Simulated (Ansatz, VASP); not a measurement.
**One calculation of AlH5, two programs**

```xyz
6
Lattice="3.0661 0.0000 0.0000 -1.5331 2.6553 0.0000 0.0000 0.0000 5.1786" Properties=species:S:1:pos:R:3 pbc="T T T"
Al    0.0000    1.7702    0.0000
H     1.5331    0.8851    2.5893
H     0.5710    1.4406    2.5893
H     0.0000    2.4295    2.5893
H    -0.5710    1.4406    2.5893
H     0.0000    0.0000    2.5893
```

Alike in both runs: functional PBE; k mesh 6 × 6 × 4; occupations gaussian, width 0.1 eV; no spin polarisation.

Ansatz relaxed the structure, and its values are those at the end. VASP's run is a single point on that final structure, the one shown.

```csv
,VASP,Ansatz
version,VASP 6.6.1,Ansatz 0.2.0
potentials or method,"VASP PAW PBE potentials, release 64 (Al, H), cutoff 520 eV","scalar-relativistic, plane waves, PAW"
valence electrons in the cell,8,8
```

```tsv
	VASP	Ansatz	Ansatz less VASP
gap on the k mesh at the Fermi level (eV)	none	none	-
pressure (GPa)	-0.4	-0.2	+0.24
```

A gap of «none» marks a metal or a gap that the smearing closes. With one functional, cell and mesh, what is left measures potentials, basis and numerics.

The k mesh is coarse, so the values compare programs but aren't converged.
